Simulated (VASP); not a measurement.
# PtS2 (P-3m1) in VASP: a series of runs

Runs on PtS2. Level: PBE+D3(BJ). Tasks: single point, relaxation of cell and atoms.

All numbers are computed with VASP 6.6.1; they aren't measurements. Logs are shortened: lines on timing, memory, paths and dates and some standing lists are left out, and cuts for length are marked.

**1. The cell of the first run**

It takes space group P-3m1 (No. 164, trigonal). Conventional cell: a = 3.583 Å, b = 3.583 Å, c = 4.663 Å, α = 90.00°, β = 90.00°, γ = 120.00°. Pt (site symmetry -3m) has 6 S at 2.39 Å within 3.2 Å. Within 3.2 Å of S (site symmetry 3m) lie 3 Pt at 2.39 Å and 6 S at 3.06 to 3.18 Å.

**2. Single point, PBE+D3(BJ)**

INCAR

```
SYSTEM = PtS2
PREC = Accurate ; ENCUT = 520
EDIFF = 1E-6 ; ISMEAR = 0
SIGMA = 0.02 ; LREAL = .False.
LASPH = .True. ; NELM = 60
ALGO = Normal ; ISIF = 2
LWAVE = .False. ; LCHARG = .False.
GGA = PE ; IVDW = 12
NBANDS = 18
```

KPOINTS

```
Automatic mesh
0
Gamma
  12 12 8
  0 0 0
```

POSCAR

```
PtS2
1.0
    3.5832742388      0.0000000000      0.0000000000
   -1.7916371194      3.1032065195      0.0000000000
    0.0000000000      0.0000000000      4.6628321932
Pt S
1 2
Direct
    0.0000000000      0.0000000000      0.0000000000
    0.3333333333      0.6666666667      0.2587415426
    0.6666666667      0.3333333333      0.7412584574
```

Potentials or basis: VASP PAW PBE potentials, release 64 (Pt, S).

On the command line:

```console
$ cat potpaw_PBE.64/Pt/POTCAR potpaw_PBE.64/S/POTCAR > POTCAR
$ mpirun -np 1 vasp_std > vasp.out
```

OUTCAR:

```text
SYSTEM = PtS2
   PREC = Accurate
   ENCUT = 520
   EDIFF = 1E-6
   ISMEAR = 0
   LREAL = .False.
   LASPH = .True.
   NELM = 60
   ISIF = 2
   GGA = PE
   IVDW = 12
 IVDW          = 12

 ion  position               nearest neighbor table
   1  0.000  0.000  0.000-   2 2.39   3 2.39   2 2.39   3 2.39   3 2.39   2 2.39
   2  0.333  0.667  0.259-   1 2.39   1 2.39   1 2.39
   3  0.667  0.333  0.741-   1 2.39   1 2.39   1 2.39

  LATTYP: Found a hexagonal cell.
 ALAT       =     3.5832742388
 C/A-ratio  =     1.3012769558

  Lattice vectors:

 A1 = (   3.5832742388,   0.0000000000,   0.0000000000)
 A2 = (  -1.7916371194,   3.1032065195,   0.0000000000)
 A3 = (   0.0000000000,   0.0000000000,   4.6628321932)

Analysis of symmetry for initial positions (statically):
=====================================================================
 Subroutine PRICEL returns:
 Original cell was already a primitive cell.

 Routine SETGRP: Setting up the symmetry group for a
 hexagonal supercell.

 Subroutine GETGRP returns: Found 12 space group operations
 (whereof 12 operations were pure point group operations)
 out of a pool of 24 trial point group operations.

The static configuration has the point symmetry D_3d.

Analysis of symmetry for dynamics (positions and initial velocities):
=====================================================================
 Subroutine PRICEL returns:
 Original cell was already a primitive cell.

 Routine SETGRP: Setting up the symmetry group for a
 hexagonal supercell.

 Subroutine GETGRP returns: Found 12 space group operations
 (whereof 12 operations were pure point group operations)
 out of a pool of 24 trial point group operations.

The dynamic configuration has the point symmetry D_3d.

 Subroutine INISYM returns: Found 12 space group operations
 (whereof 12 operations are pure point group operations),
 and found     1 'primitive' translations

----------------------------------------------------------------------------------------

                                     Primitive cell

  volume of cell :      51.8490

  direct lattice vectors                    reciprocal lattice vectors
     3.583274239  0.000000000  0.000000000     0.279074370  0.161123663  0.000000000
[... 84 lines left out ...]
   LSORBIT =      F    spin-orbit coupling
   LASPH  =      T    aspherical Exc in radial PAW
   ENCUT  =  520.0 eV  38.22 Ry    6.18 a.u.   6.66  6.66  8.67*2*pi/ulx,y,z
   NELM   =     60;   NELMIN=  2; NELMDL= -5     # of ELM steps
   EDIFF  = 0.1E-05   stopping-criterion for ELM
   LREAL  =      F    real-space projection
   EDIFFG = 0.1E-04   stopping-criterion for IOM
   NSW    =      0    number of steps for IOM
   IBRION =     -1    ionic relax: 0-MD 1-quasi-New 2-CG
   NFREE  =      0    steps in history (QN), initial steepest desc. (CG)
   ISIF   =      2    stress and relaxation
   ISYM   =      2    0-nonsym 1-usesym 2-fastsym
   POTIM  = 0.5000    time-step for ionic-motion
   TEBEG  =    0.0;   TEEND  =   0.0 temperature during run
   PSTRESS=    0.0 pullay stress
   NELECT =      22.0000    total number of electrons
   NUPDOWN=      -1.0000    fix difference up-down
   EMIN   =  10.00;   EMAX   =-10.00  energy-range for DOS
   EFERMI =   0.00;   METHOD = LEGACY
   ISMEAR =     0;   SIGMA  =   0.02  broadening in eV -4-tet -1-fermi 0-gaus
   EFERMI_NEDOS =   21; number of points for ismear=-14 and -15
   IALGO  =     38    algorithm
   IMIX   =      4    mixing-type and parameters
     AMIX     =   0.40;   BMIX     =  1.00
     AMIX_MAG =   1.60;   BMIX_MAG =  1.00
  volume/ion in A,a.u.               =      17.28       116.63
  Fermi-wavevector in a.u.,A,eV,Ry     =   1.230181  2.324704 20.590301  1.513344
  Thomas-Fermi vector in A             =   2.365039
   LORBIT       =      0    0 simple, 1 ext, 2 COOP (PROOUT), +10 PAW based schemes
   GGA     = PE    functional components
   LHFCALC =     F    Hartree Fock is set to
   AEXX    =    0.0000 exact exchange contribution
   IVDW    =    12    specifies the selected vdW correction
   LEPSILON=     F    determine dielectric tensor
   LRPA    =     F    only Hartree local field effects (RPA)
 non-spin polarized calculation
 Gauss-broadening in eV      SIGMA  =   0.02
  energy-cutoff  :      520.00
  volume of cell :       51.85
 maximum number of plane-waves:      1421
 NGX is ok and might be reduce to    28
   NGX = 13   NGY = 13   NGZ = 17

 number of electron      21.9999997 magnetization

 Free energy of the ion-electron system (eV)
  ---------------------------------------------------
  ext. energy  EPLUGINS =         0.00000000
  ---------------------------------------------------
  free energy    TOTEN  =       -15.31612899 eV

  energy without entropy =      -15.31612637  energy(sigma->0) =      -15.31612768

 E-fermi :   8.0325     XC(G=0): -11.0434

 val. band max:        8.0033267033   @ k =   0.0000   0.0000   0.0000
 cond. band min:       8.0711522719   @ k =   0.0000   0.3333   0.2500
 fundamental gap:      0.0678255686
 Fermi energy:         8.0325295156

 k-point     1 :       0.0000    0.0000    0.0000
  band No.  band energies     occupation
      1      -7.9910      2.00000
      2      -4.5673      2.00000
      3       0.3353      2.00000
      4       0.8881      2.00000
      5       0.8881      2.00000
      6       3.7281      2.00000
[... 481 lines left out ...]
      5       1.5464      2.00000
      6       3.0111      2.00000
[... 10 lines left out ...]
     17      16.7609      0.00000
     18      17.0437      0.00000

 [... further k-points ...]

------------------------ aborting loop because EDIFF is reached ----------------------------------------

 Edisp (eV)   -1.35408

 E8    (eV) :    -0.5437

  FORCE on cell =-STRESS in cart. coord.  units (eV):
  Direction    XX          YY          ZZ          XY          YZ          ZX
  --------------------------------------------------------------------------------------
  -------------------------------------------------------------------------------------
  Total      -0.18269    -0.18269    -0.10368     0.00000    -0.00000     0.00000
  in kB      -5.64526    -5.64526    -3.20388     0.00000    -0.00000     0.00000
  external pressure =       -4.83 kB  Pullay stress =        0.00 kB

 VOLUME and BASIS-vectors are now :
 -----------------------------------------------------------------------------
  energy-cutoff  :      520.00
  volume of cell :       51.85
      direct lattice vectors                 reciprocal lattice vectors
     3.583274239  0.000000000  0.000000000     0.279074370  0.161123663  0.000000000
    -1.791637119  3.103206520  0.000000000     0.000000000  0.322247325  0.000000000
     0.000000000  0.000000000  4.662832193     0.000000000  0.000000000  0.214461932

 POSITION                                       TOTAL-FORCE (eV/Angst)
 -----------------------------------------------------------------------------------
      0.00000      0.00000      0.00000        -0.000000      0.000000      0.000000
     -0.00000      2.06880      1.20647         0.000000     -0.000000     -0.044116
      1.79164      1.03440      3.45636        -0.000000      0.000000      0.044116
 -----------------------------------------------------------------------------------
    total drift:                               -0.000000      0.000000      0.000000

  FREE ENERGIE OF THE ION-ELECTRON SYSTEM (eV)
  ---------------------------------------------------
  free  energy   TOTEN  =       -16.6702094242 eV

  energy  without entropy=      -16.6702068002  energy(sigma->0) =      -16.67020811
```

stdout:

```text
POSCAR found type information on POSCAR PtS
 POSCAR found :  2 types and       3 ions
 scaLAPACK will be used
 LDA part: xc-table for (Slater+PW92), standard interpolation
 POSCAR, INCAR and KPOINTS ok, starting setup
 FFT: planning ... GRIDC
 FFT: planning ... GRID_SOFT
 FFT: planning ... GRID
 WAVECAR not read
 entering main loop
```

Wall time 59 s (1 thread of AMD EPYC 9R45 (Zen 5), shared host); peak memory 0.23 GiB.

Results:

* Free energy: -16.6702 eV
* Pressure: -0.5 GPa
* Largest force: 0.044 eV/Å
* Band gap on the k mesh: 0.07 eV, indirect (least direct gap 0.69 eV)
* Dispersion energy per atom: -0.451 eV

Forces in eV/Å, atoms in the order of the input:
```
Pt   0.000  0.000  0.000
S    0.000  0.000 -0.044
S    0.000  0.000  0.044
```

Caveat: spin-orbit coupling is left out, which moves the levels of the heavy elements. A k mesh can miss the band edges.

**3. Relaxation of cell and atoms, PBE+D3(BJ)**

This run uses another cell than the first one, of 18.26 Å³/atom, 1.057 times its volume.

INCAR

```
  PREC = Accurate
  ENCUT = 600
  EDIFF = 1E-7
  ISMEAR = 0
  SIGMA = 0.02
  LREAL = False
  LASPH = True
  NELM = 80
  ALGO = Normal
  ISIF = 3
  LWAVE = False
  LCHARG = False
  GGA = PE
  IVDW = 12
  IBRION = 2
  NSW = 100
  EDIFFG = -0.005
```

KPOINTS

```
regular mesh
0
Gamma
  12 12 8
```

POSCAR

```
PtS2
1.0
    3.5431994758      0.0000000000      0.0000000000
   -1.7715997379      3.0685007567      0.0000000000
    0.0000000000      0.0000000000      5.0388000000
Pt S
1 2
Direct
    0.0000000000      0.0000000000      0.0000000000
    0.3333333333      0.6666666667      0.2500000000
    0.6666666667      0.3333333333      0.7500000000
```

Potentials or basis: VASP PAW PBE potentials, release 64 (Pt, S).

On the command line:

```console
$ cat potpaw_PBE.64/Pt/POTCAR potpaw_PBE.64/S/POTCAR > POTCAR
$ mpirun -np 1 vasp_std > vasp.out
```

Run time: 16 min. Hardware: 1 thread of Intel Xeon 6975P-C, shared host; peak memory 0.31 GiB.

Results (log left out):

| Quantity | Value |
| --- | --- |
| Free energy | -16.6712 eV |
| Relaxed volume | 17.31 Å³/atom |
| Relaxed cell | a = 3.578 Å, b = 3.578 Å, c = 4.683 Å, α = 90.00°, β = 90.00°, γ = 120.00° |
| Space group after relaxing (to 0.05 Å) | P-3m1 (No. 164) |
| Energy gained by relaxing | 10.7 meV/atom |
| Ionic steps | 23 |
| Pressure after relaxing | 0.0 GPa |
| Band gap on the k mesh | 0.11 eV, indirect (least direct gap 0.70 eV) |
| Dispersion energy per atom | -0.451 eV |

The path:
```csv
step,energy change (eV),largest force (eV/Å),pressure (GPa),volume (Å³)
1,0.0000,0.3421,-1.86,54.78
2,-0.0043,0.2965,3.32,53.11
3,-0.0115,0.0072,0.94,53.84
4,-0.0206,0.0749,0.09,54.02
5,-0.0216,0.1065,-0.31,54.10
6,-0.0233,0.1139,-0.18,53.85
7,-0.0273,0.1367,0.24,53.13
8,-0.0296,0.1822,1.28,51.68
9,-0.0301,0.1621,1.12,51.65
10,-0.0311,0.1031,0.65,51.56
11,-0.0305,0.0106,-0.24,51.37
12,-0.0313,0.0639,0.35,51.49
13,-0.0314,0.0580,0.30,51.54
14,-0.0318,0.0398,0.13,51.67
15,-0.0321,0.0041,-0.20,51.94
16,-0.0321,0.0013,-0.23,51.96
17,-0.0322,0.0070,-0.10,51.95
18,-0.0322,0.0098,-0.03,51.94
19,-0.0322,0.0152,0.09,51.93
20,-0.0322,0.0112,0.00,51.94
21,-0.0322,0.0082,-0.01,51.94
22,-0.0322,0.0002,-0.05,51.94
23,-0.0322,0.0011,-0.01,51.93
```

Final structure:
```
Pt S
1.0
     3.57840    0.00000    0.00000
    -1.78920    3.09899    0.00000
     0.00000    0.00000    4.68265
Pt S
1 2
Direct
  0.00000 0.00000 0.00000
  0.33333 0.66667 0.25754
  0.66667 0.33333 0.74246
```

Levels at points of the mesh, in eV from the valence-band top:
```
           k point  band 8  band 9  band 10  band 11  band 12  band 13  band 14  band 15
(0.00, 0.00, 0.00)   -2.51   -1.61    -1.61     0.00     1.18     1.18     3.64     5.01
(0.50, 0.00, 0.00)   -4.05   -3.61    -3.52    -2.98     0.76     2.27     5.23     6.26
(0.00, 0.00, 0.50)   -3.29   -2.12    -2.12    -1.55     2.24     2.24     5.27     6.81
(0.50, 0.00, 0.50)   -3.64   -3.27    -3.21    -1.58     0.78     1.63     4.86     5.04
```

Caveat: spin-orbit coupling is left out, which moves the levels of the heavy elements.
